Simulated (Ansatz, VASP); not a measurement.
One calculation of Cu26W, two programs

```xyz
27
Lattice="0.0000 5.4446 5.4446 5.4446 0.0000 5.4446 5.4446 5.4446 0.0000" Properties=species:S:1:pos:R:3 pbc="T T T"
W     0.0000    0.0000    0.0000
Cu    1.8292    1.8292    0.0000
Cu    3.6154    3.6154    0.0000
Cu    1.8292    0.0000    1.8292
Cu    3.6295    1.8151    1.8151
Cu    5.4446    3.6154    1.8292
Cu    3.6154    0.0000    3.6154
Cu    5.4446    1.8292    3.6154
Cu    7.2596    3.6295    3.6295
Cu    0.0000    1.8292    1.8292
Cu    1.8151    3.6295    1.8151
Cu    3.6154    5.4446    1.8292
Cu    1.8151    1.8151    3.6295
Cu    3.6295    3.6295    3.6295
Cu    5.4446    5.4446    3.6367
Cu    3.6154    1.8292    5.4446
Cu    5.4446    3.6367    5.4446
Cu    7.2524    5.4446    5.4446
Cu    0.0000    3.6154    3.6154
Cu    1.8292    5.4446    3.6154
Cu    3.6295    7.2596    3.6295
Cu    1.8292    3.6154    5.4446
Cu    3.6367    5.4446    5.4446
Cu    5.4446    7.2524    5.4446
Cu    3.6295    3.6295    7.2596
Cu    5.4446    5.4446    7.2524
Cu    7.2596    7.2596    7.2596
```

Alike in both runs: functional PBE; k mesh 4 × 4 × 4; occupations methfessel-paxton of order 1, width 0.1 eV; no spin polarisation.

Ansatz relaxed the structure, and its values are those at the end. VASP's run is a single point on that final structure, the one shown.

|  | VASP | Ansatz |
| --- | --- | --- |
| version | VASP 6.6.1 | Ansatz 0.2.0 |
| potentials or method | VASP PAW PBE potentials, release 64 (W_sv, Cu) | scalar-relativistic, plane waves, PAW |
| plane-wave cutoff (eV) | 520 | 420 |
| valence electrons in the cell | 300 | 508 |

|  | VASP | Ansatz | Ansatz less VASP |
| --- | --- | --- | --- |
| gap on the k mesh at the Fermi level (eV) | none | none | - |
| rms of the force components (eV/Å) | 0.004 | 0.000 | -0.0043 |

A gap of «none» marks a metal or a gap that the smearing closes. VASP's potentials hold 300 valence electrons a cell and Ansatz's 508, so a difference there can come from the potentials and not from the codes.

Neither program's run includes spin-orbit coupling.
